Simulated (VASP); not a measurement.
# HfO2 (P-3m1) in VASP: a series of runs

The runs below take HfO2 through single point, with PBEsol.

Program: VASP 6.6.1. These are calculated values, not measurements. Logs are shortened: lines on timing, memory, paths and dates and some standing lists are left out, and cuts for length are marked.

## (1) The cell of the first run

Symmetry: P-3m1, No. 164, trigonal system. Conventional cell: a = 3.219 Å, b = 3.219 Å, c = 5.107 Å, α = 90.00°, β = 90.00°, γ = 120.00°. Within 2.8 Å of Hf (site symmetry -3m) lie 6 O at 2.09 Å. O (site symmetry 3m) has 3 Hf at 2.09 Å and 3 O at 2.68 Å within 2.8 Å.

## (2) Single point, PBEsol

Input file INCAR:

```
SYSTEM = HfO2
PREC     = Accurate       ! precision mode
ENCUT    = 520            ! plane-wave cutoff, eV
EDIFF    = 1E-7           ! SCF threshold, eV
ISMEAR   = 0              ! smearing method
SIGMA    = 0.05           ! smearing width, eV
LREAL    = .FALSE.        ! projectors in reciprocal space
LASPH    = .TRUE.         ! aspherical terms in the spheres
NELM     = 80             ! most SCF steps
ALGO     = Normal         ! electronic algorithm
ISIF     = 2              ! what is computed and relaxed
LWAVE    = .FALSE.        ! write WAVECAR
LCHARG   = .FALSE.        ! write CHGCAR
GGA      = PS             ! functional
NBANDS   = 18             ! bands
```

Input file KPOINTS:

```
regular mesh
0
G
  12 12 6
  0 0 0
```

Input file POSCAR:

```
HfO2
1.0
    3.2187809572      0.0000000000      0.0000000000
   -1.6093904786      2.7875460781      0.0000000000
    0.0000000000      0.0000000000      5.1067595329
Hf O
1 2
Direct
    0.0000000000      0.0000000000      0.0000000000
    0.3333333333      0.6666666667      0.1890109153
    0.6666666667      0.3333333333      0.8109890847
```

Potentials or basis: VASP PAW PBE potentials, release 64 (Hf_pv, O).

On the command line:

```bash
cat potpaw_PBE.64/Hf_pv/POTCAR potpaw_PBE.64/O/POTCAR > POTCAR
mpirun -np 1 vasp_std > vasp.out
```

OUTCAR:

```text
SYSTEM = HfO2
   PREC = Accurate
   ENCUT = 520
   EDIFF = 1E-7
   ISMEAR = 0
   LREAL = .FALSE.
   LASPH = .TRUE.
   NELM = 80
   ISIF = 2
   GGA = PS

 ion  position               nearest neighbor table
   1  0.000  0.000  0.000-   2 2.09   3 2.09   2 2.09   3 2.09   3 2.09   2 2.09
   2  0.333  0.667  0.189-   1 2.09   1 2.09   1 2.09
   3  0.667  0.333  0.811-   1 2.09   1 2.09   1 2.09

  LATTYP: Found a hexagonal cell.
 ALAT       =     3.2187809572
 C/A-ratio  =     1.5865508094

  Lattice vectors:

 A1 = (   3.2187809572,   0.0000000000,   0.0000000000)
 A2 = (  -1.6093904786,   2.7875460781,   0.0000000000)
 A3 = (   0.0000000000,   0.0000000000,   5.1067595329)

Analysis of symmetry for initial positions (statically):
=====================================================================
 Subroutine PRICEL returns:
 Original cell was already a primitive cell.

 Routine SETGRP: Setting up the symmetry group for a
 hexagonal supercell.

 Subroutine GETGRP returns: Found 12 space group operations
 (whereof 12 operations were pure point group operations)
 out of a pool of 24 trial point group operations.

The static configuration has the point symmetry D_3d.

Analysis of symmetry for dynamics (positions and initial velocities):
=====================================================================
 Subroutine PRICEL returns:
 Original cell was already a primitive cell.

 Routine SETGRP: Setting up the symmetry group for a
 hexagonal supercell.

 Subroutine GETGRP returns: Found 12 space group operations
 (whereof 12 operations were pure point group operations)
 out of a pool of 24 trial point group operations.

The dynamic configuration has the point symmetry D_3d.

 Subroutine INISYM returns: Found 12 space group operations
 (whereof 12 operations are pure point group operations),
 and found     1 'primitive' translations

----------------------------------------------------------------------------------------

                                     Primitive cell

  volume of cell :      45.8204

  direct lattice vectors                    reciprocal lattice vectors
     3.218780957  0.000000000  0.000000000     0.310676624  0.179369232  0.000000000
    -1.609390479  2.787546078  0.000000000     0.000000000  0.358738465  0.000000000
     0.000000000  0.000000000  5.106759533     0.000000000  0.000000000  0.195818893

  length of vectors
     3.218780957  3.218780957  5.106759533     0.358738465  0.358738465  0.195818893

  position of ions in fractional coordinates (direct lattice)
     0.000000000  0.000000000  0.000000000
     0.333333333  0.666666667  0.189010915
     0.666666667  0.333333333  0.810989085

  ion indices of the primitive-cell ions
   primitive index   ion index
                 1           1
                 2           2
                 3           3

----------------------------------------------------------------------------------------

 KPOINTS: regular mesh

Automatic generation of k-mesh.
 Grid dimensions read from file:
 generate k-points for:   12   12    6

 Generating k-lattice:

  Cartesian coordinates                     Fractional coordinates (reciprocal lattice)
     0.025889719  0.014947436  0.000000000     0.083333333  0.000000000  0.000000000
     0.000000000  0.029894872  0.000000000     0.000000000  0.083333333  0.000000000
     0.000000000  0.000000000  0.032636482     0.000000000  0.000000000  0.166666667

  Length of vectors
     0.029894872  0.029894872  0.032636482

  Shift w.r.t. Gamma in fractional coordinates (k-lattice)
     0.000000000  0.000000000  0.000000000

 Subroutine IBZKPT returns following result:
 ===========================================

 Found    100 irreducible k-points:

 Following reciprocal coordinates:
            Coordinates               Weight
  0.000000  0.000000  0.000000      1.000000
  0.083333  0.000000  0.000000      6.000000
  0.166667  0.000000  0.000000      6.000000
  0.250000  0.000000  0.000000      6.000000
  0.333333  0.000000  0.000000      6.000000
  0.416667  0.000000  0.000000      6.000000
[... 16 lines left out ...]
  0.166667  0.000000  0.166667      6.000000
  0.000000  0.166667  0.166667      6.000000
 [... further k-points ...]
   k-points           NKPTS =    100   k-points in BZ     NKDIM =    100   number of bands    NBANDS=     18
   number of dos      NEDOS =    301   number of ions     NIONS =      3
   total plane-waves  NPLWV =  23040
   dimension x,y,z NGX =    24 NGY =   24 NGZ =   40
   dimension x,y,z NGXF=    48 NGYF=   48 NGZF=   80
   ions per type =               1   2
   NGX,Y,Z   is equivalent  to a cutoff of  12.40, 12.40, 13.02 a.u.
   NGXF,Y,Z  is equivalent  to a cutoff of  24.79, 24.79, 26.04 a.u.
 SYSTEM =  HfO2
   PREC   = accura    normal or accurate (medium, high low for compatibility)
   ISTART =      0    job   : 0-new  1-cont  2-samecut
   ICHARG =      2    charge: 1-file 2-atom 10-const
   ISPIN  =      1    spin polarized calculation?
   LNONCOLLINEAR =      F non collinear calculations
   LSORBIT =      F    spin-orbit coupling
   LASPH  =      T    aspherical Exc in radial PAW
   ENCUT  =  520.0 eV  38.22 Ry    6.18 a.u.   5.98  5.98  9.50*2*pi/ulx,y,z
   NELM   =     80;   NELMIN=  2; NELMDL= -5     # of ELM steps
   EDIFF  = 0.1E-06   stopping-criterion for ELM
   LREAL  =      F    real-space projection
   EDIFFG = 0.1E-05   stopping-criterion for IOM
   NSW    =      0    number of steps for IOM
   IBRION =     -1    ionic relax: 0-MD 1-quasi-New 2-CG
   NFREE  =      0    steps in history (QN), initial steepest desc. (CG)
   ISIF   =      2    stress and relaxation
   ISYM   =      2    0-nonsym 1-usesym 2-fastsym
   POTIM  = 0.5000    time-step for ionic-motion
   TEBEG  =    0.0;   TEEND  =   0.0 temperature during run
   PSTRESS=    0.0 pullay stress
   NELECT =      22.0000    total number of electrons
   NUPDOWN=      -1.0000    fix difference up-down
   EMIN   =  10.00;   EMAX   =-10.00  energy-range for DOS
   EFERMI =   0.00;   METHOD = LEGACY
   ISMEAR =     0;   SIGMA  =   0.05  broadening in eV -4-tet -1-fermi 0-gaus
   EFERMI_NEDOS =   21; number of points for ismear=-14 and -15
   IALGO  =     38    algorithm
   IMIX   =      4    mixing-type and parameters
     AMIX     =   0.40;   BMIX     =  1.00
     AMIX_MAG =   1.60;   BMIX_MAG =  1.00
  volume/ion in A,a.u.               =      15.27       103.07
  Fermi-wavevector in a.u.,A,eV,Ry     =   1.281925  2.422488 22.358900  1.643333
  Thomas-Fermi vector in A             =   2.414267
   LORBIT       =      0    0 simple, 1 ext, 2 COOP (PROOUT), +10 PAW based schemes
   GGA     = PS    functional components
   LHFCALC =     F    Hartree Fock is set to
   AEXX    =    0.0000 exact exchange contribution
   IVDW    =     0    specifies the selected vdW correction
   LEPSILON=     F    determine dielectric tensor
   LRPA    =     F    only Hartree local field effects (RPA)
 non-spin polarized calculation
 Gauss-broadening in eV      SIGMA  =   0.05
  energy-cutoff  :      520.00
  volume of cell :       45.82
 maximum number of plane-waves:      1254
   NGX = 11   NGY = 11   NGZ = 19

 number of electron      22.0000009 magnetization

 Free energy of the ion-electron system (eV)
  ---------------------------------------------------
  ext. energy  EPLUGINS =         0.00000000
  ---------------------------------------------------
  free energy    TOTEN  =       -31.01538766 eV

  energy without entropy =      -31.01538766  energy(sigma->0) =      -31.01538766

 E-fermi :   0.2321     XC(G=0):  -9.6972

 val. band max:       -0.0636931944   @ k =   0.1667   0.1667   0.0000
 cond. band min:       4.6731132974   @ k =   0.5000   0.0000   0.0000
 fundamental gap:      4.7368064917
 Fermi energy:         0.2320974552

 k-point     1 :       0.0000    0.0000    0.0000
  band No.  band energies     occupation
      1     -29.0236      2.00000
      2     -28.5355      2.00000
      3     -28.5355      2.00000
      4     -17.2109      2.00000
      5     -15.1784      2.00000
      6      -3.7712      2.00000
[... 10 lines left out ...]
     17      10.8780      0.00000
     18      10.8780      0.00000

 k-point     2 :       0.0833    0.0000    0.0000
  band No.  band energies     occupation
      1     -29.0111      2.00000
      2     -28.6002      2.00000
      3     -28.5466      2.00000
      4     -17.0906      2.00000
      5     -15.2549      2.00000
      6      -3.7185      2.00000
[... 10 lines left out ...]
     17      10.8549      0.00000
     18      11.4511      0.00000

 k-point     3 :       0.1667    0.0000    0.0000
  band No.  band energies     occupation
      1     -28.9776      2.00000
      2     -28.7706      2.00000
      3     -28.5770      2.00000
      4     -16.7733      2.00000
      5     -15.4484      2.00000
      6      -3.5933      2.00000
[... 10 lines left out ...]
     17      10.8174      0.00000
     18      12.4047      0.00000

 k-point     4 :       0.2500    0.0000    0.0000
  band No.  band energies     occupation
      1     -29.0043      2.00000
      2     -28.9185      2.00000
      3     -28.6182      2.00000
      4     -16.4040      2.00000
      5     -15.6359      2.00000
      6      -3.5387      2.00000
[... 375 lines left out ...]
      4     -17.0807      2.00000
      5     -15.2681      2.00000
      6      -3.7441      2.00000
[... 10 lines left out ...]
     17      10.8609      0.00000
     18      11.2745      0.00000

 k-point    23 :       0.1667    0.0000    0.1667
  band No.  band energies     occupation
      1     -28.9780      2.00000
      2     -28.7706      2.00000
      3     -28.5770      2.00000
      4     -16.7618      2.00000
      5     -15.4625      2.00000
      6      -3.5879      2.00000
[... 10 lines left out ...]
     17      10.8567      0.00000
     18      12.0768      0.00000

 k-point    24 :       0.0000    0.1667    0.1667
  band No.  band energies     occupation
      1     -28.9779      2.00000
      2     -28.7706      2.00000
      3     -28.5770      2.00000
      4     -16.7655      2.00000
      5     -15.4570      2.00000
      6      -3.6744      2.00000
[... 10 lines left out ...]
     17      10.8110      0.00000
     18      11.7997      0.00000

 [... further k-points ...]

------------------------ aborting loop because EDIFF is reached ----------------------------------------

  FORCE on cell =-STRESS in cart. coord.  units (eV):
  Direction    XX          YY          ZZ          XY          YZ          ZX
  --------------------------------------------------------------------------------------
  -------------------------------------------------------------------------------------
  Total       -0.6977877     -0.6977877     -0.4012164      0.0000000      0.0000000      0.0000000
  in kB      -24.3991685    -24.3991685    -14.0291181      0.0000000      0.0000000      0.0000000
  external PRESSURE =     -20.9424850 kB  Pullay stress =       0.0000000 kB

 VOLUME and BASIS-vectors are now :
 -----------------------------------------------------------------------------
  energy-cutoff  :      520.00
  volume of cell :       45.82
      direct lattice vectors                 reciprocal lattice vectors
     3.218780957  0.000000000  0.000000000     0.310676624  0.179369232  0.000000000
    -1.609390479  2.787546078  0.000000000     0.000000000  0.358738465  0.000000000
     0.000000000  0.000000000  5.106759533     0.000000000  0.000000000  0.195818893

 POSITION                                       TOTAL-FORCE (eV/Angst)
 -----------------------------------------------------------------------------------
      0.00000      0.00000      0.00000         0.000000      0.000000      0.000000
     -0.00000      1.85836      0.96523         0.000000     -0.000000     -0.195953
      1.60939      0.92918      4.14153        -0.000000      0.000000      0.195953
 -----------------------------------------------------------------------------------
    total drift:                                0.000000     -0.000000      0.000000

  FREE ENERGIE OF THE ION-ELECTRON SYSTEM (eV)
  ---------------------------------------------------
  free  energy   TOTEN  =       -31.0153876631 eV

  energy  without entropy=      -31.0153876631  energy(sigma->0) =      -31.01538766
```

Run time: 57 s. Hardware: 1 thread of AMD EPYC 7R13 (Zen 3), shared host; peak memory 0.18 GiB.

What came out:

```yaml
Free_energy: -31.0154 eV
Pressure: -2.1 GPa
Largest_force: 0.196 eV/Å
Band_gap_on_the_k_mesh: 4.74 eV, indirect (least direct gap 5.00 eV)
```

Forces on the atoms (eV/Å):
```
Hf   0.000  0.000  0.000
O    0.000  0.000 -0.196
O    0.000  0.000  0.196
```

Caveat: the PAW data sets were made with another functional, which shifts forces and pressure a little; spin-orbit coupling is left out, which moves the levels of the heavy elements. A k mesh can miss the band edges.

## (3) Single point, PBEsol (volume scaled by 1.020)

Input file INCAR:

```
PREC = Accurate
ENCUT = 520
EDIFF = 1E-6
ISMEAR = 0
SIGMA = 0.05
LREAL = False
LASPH = True
NELM = 100
ALGO = Normal
ISIF = 2
LWAVE = False
LCHARG = False
GGA = PS
NBANDS = 18
```

Input file KPOINTS:

```
Automatic mesh
0
Gamma
  12 12 6
```

Input file POSCAR:

```
HfO2
1.0
    3.2201679723      0.0000000000      0.0000000000
   -1.6100839862      2.7887472685      0.0000000000
    0.0000000000      0.0000000000      5.2044084609
Hf O
1 2
Direct
    0.0000000000      0.0000000000      0.0000000000
    0.3333333333      0.6666666667      0.1853146658
    0.6666666667      0.3333333333      0.8146853342
```

Potentials or basis: VASP PAW PBE potentials, release 64 (Hf_pv, O).

On the command line:

```bash
cat potpaw_PBE.64/Hf_pv/POTCAR potpaw_PBE.64/O/POTCAR > POTCAR
mpirun -np 1 vasp_std > vasp.out
```

Run time: 51 s. Hardware: 1 thread of AMD EPYC 7R13 (Zen 3), shared host; peak memory 0.19 GiB.

It converged, with:

* Free energy: -31.0154 eV
* Pressure: -2.2 GPa
* Largest force: 0.192 eV/Å
* Band gap on the k mesh: 4.76 eV, indirect (least direct gap 5.01 eV)

Forces in eV/Å, atoms in the order of the input:
```
Hf   0.000  0.000  0.000
O    0.000  0.000 -0.192
O    0.000  0.000  0.192
```

Stress tensor (GPa, compression positive):
```
-2.57  0.00  0.00
 0.00 -2.57  0.00
 0.00  0.00 -1.41
```

Levels at points of the mesh, in eV from the valence-band top:
```csv
k point,band 9,band 10,band 11,band 12,band 13,band 14
"(0.00, 0.00, 0.00)",-0.37,-0.27,-0.27,5.14,5.14,5.28
"(0.50, 0.00, 0.00)",-1.42,-1.02,-0.61,4.76,6.00,7.22
"(0.00, 0.00, 0.50)",-1.05,-0.29,-0.29,5.11,5.11,6.08
"(0.50, 0.00, 0.50)",-1.30,-0.98,-0.32,4.90,6.20,7.21
```

Caveat: the PAW data sets were made with another functional, which shifts forces and pressure a little; spin-orbit coupling is left out, which moves the levels of the heavy elements.

## (4) Single point, PBEsol (volume scaled by 1.040)

Input file INCAR:

```
SYSTEM = HfO2
PREC     = Accurate       ! precision mode
ENCUT    = 520            ! plane-wave cutoff, eV
EDIFF    = 1E-6           ! SCF threshold, eV
ISMEAR   = 0              ! smearing method
SIGMA    = 0.05           ! smearing width, eV
LREAL    = .False.        ! projectors in reciprocal space
LASPH    = .True.         ! aspherical terms in the spheres
NELM     = 60             ! most SCF steps
ALGO     = Normal         ! electronic algorithm
ISIF     = 2              ! what is computed and relaxed
LWAVE    = .False.        ! write WAVECAR
LCHARG   = .False.        ! write CHGCAR
GGA      = PS             ! functional
NBANDS   = 18             ! bands
```

Input file KPOINTS:

```
Automatic mesh
0
Gamma
  12 12 6
  0 0 0
```

Input file POSCAR:

```
HfO2
1.0
    3.2203717884      0.0000000000      0.0000000000
   -1.6101858942      2.7889237784      0.0000000000
    0.0000000000      0.0000000000      5.3057840195
Hf O
1 2
Direct
    0.0000000000      0.0000000000      0.0000000000
    0.3333333333      0.6666666667      0.1817800206
    0.6666666667      0.3333333333      0.8182199794
```

On the command line:

```bash
cat potpaw_PBE.64/Hf_pv/POTCAR potpaw_PBE.64/O/POTCAR > POTCAR
mpirun -np 1 vasp_std > vasp.out
```

Run time: 56 s. Hardware: 1 thread of AMD EPYC 7R13 (Zen 3), shared host; peak memory 0.19 GiB.

It converged, with:

* Free energy: -31.0154 eV
* Pressure: -2.2 GPa
* Largest force: 0.193 eV/Å
* Band gap on the k mesh: 4.77 eV, indirect (least direct gap 5.03 eV)

Forces on the atoms (eV/Å):
```
Hf   0.000  0.000  0.000
O    0.000  0.000 -0.193
O    0.000  0.000  0.193
```

Stress tensor (GPa, compression positive):
```
-2.56  0.00  0.00
 0.00 -2.56  0.00
 0.00  0.00 -1.42
```

Levels at points of the mesh, in eV from the valence-band top:
```
           k point  band 9  band 10  band 11  band 12  band 13  band 14
(0.00, 0.00, 0.00)   -0.41    -0.27    -0.27     5.14     5.14     5.29
(0.50, 0.00, 0.00)   -1.41    -1.01    -0.58     4.77     6.01     7.22
(0.00, 0.00, 0.50)   -1.00    -0.28    -0.28     5.12     5.12     6.06
(0.50, 0.00, 0.50)   -1.30    -0.98    -0.34     4.89     6.19     7.21
```

Caveat: the PAW data sets were made with another functional, which shifts forces and pressure a little; spin-orbit coupling is left out, which moves the levels of the heavy elements. A k mesh can miss the band edges.

## (5) Overview

| cell | gap on the mesh (eV) | pressure (GPa) | largest force (eV/Å) |
| --- | --- | --- | --- |
| a = 3.219, b = 3.219, c = 5.107 Å, angles 90.0, 90.0, 120.0°, 3 atoms | 4.74 | -2.1 | 0.20 |
| a = 3.220, b = 3.220, c = 5.204 Å, angles 90.0, 90.0, 120.0°, 3 atoms | 4.76 | -2.2 | 0.19 |
| a = 3.220, b = 3.220, c = 5.306 Å, angles 90.0, 90.0, 120.0°, 3 atoms | 4.77 | -2.2 | 0.19 |

Alike in all rows: task single point; level PBEsol; potentials or basis VASP PAW PBE potentials, release 64 (Hf_pv, O); no spin polarisation; k mesh 12 × 12 × 6; cutoff (eV) 520; smearing gaussian 0.05 eV.

Caveats: the PAW data sets were made with another functional, which shifts forces and pressure a little; spin-orbit coupling is left out, which moves the levels of the heavy elements.

Total energies depend on the potentials used, so only differences within one code and one set of settings carry meaning.
